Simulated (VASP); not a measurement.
Set up this calculation in VASP 6.6.1, as the native input.

- Task: single point
- Functional: PBE
- Potentials or basis: VASP PAW PBE potentials, release 64 (Co_sv, Si)
- Cutoff: 690 eV
- k mesh: 13 × 13 × 7
- Occupations: fermi-dirac, width 0.05 eV
- Spin: no spin polarisation
- Dipole correction: no
- Further INCAR settings: ALGO = Normal; EDIFF = 1e-06; NBANDS = 29

The structure of CoSi (NiAs type) lies in POSCAR:

```
CoSi
1.0
    2.2876464111      0.0000000000      0.0000000000
   -1.1438232056      1.9811599069      0.0000000000
    0.0000000000      0.0000000000      6.5262738451
Co Si
2 2
Direct
    0.0000000000      0.0000000000      0.0000000000
    0.0000000000      0.0000000000      0.5000000000
    0.3333333333      0.6666666667      0.2500000000
    0.6666666667      0.3333333333      0.7500000000
```

The input as run:

INCAR

```
SYSTEM = CoSi
  PREC = Accurate
  ENCUT = 690
  EDIFF = 1E-6
  ISMEAR = -1
  SIGMA = 0.05
  LREAL = .FALSE.
  LASPH = .TRUE.
  NELM = 120
  ALGO = Normal
  ISIF = 2
  LWAVE = .FALSE.
  LCHARG = .TRUE.
  GGA = PE
  LELF = .TRUE.
  LVHAR = .TRUE.
  NBANDS = 29
  GGA_COMPAT = .FALSE.
```

KPOINTS

```
regular mesh
0
G
  13 13 7
  0 0 0
```

Potentials or basis: VASP PAW PBE potentials, release 64 (Co_sv, Si).

The run is started by

```sh
$ cat potpaw_PBE.64/Co_sv/POTCAR potpaw_PBE.64/Si/POTCAR > POTCAR
$ mpirun -np 1 vasp_std > vasp.out
```

It gave:

| Property | Result |
| --- | --- |
| Pressure | 208.7 GPa |
| Band gap on the k mesh | zero (bands 21 and 22 overlap by 2.33 eV) |

Caveat: the cell stands under pressure.

Run time: 68 s on 1 thread of Intel(R) Xeon(R) Platinum 8488C (Sapphire Rapids) (shared host), peak memory 0.22 GiB.
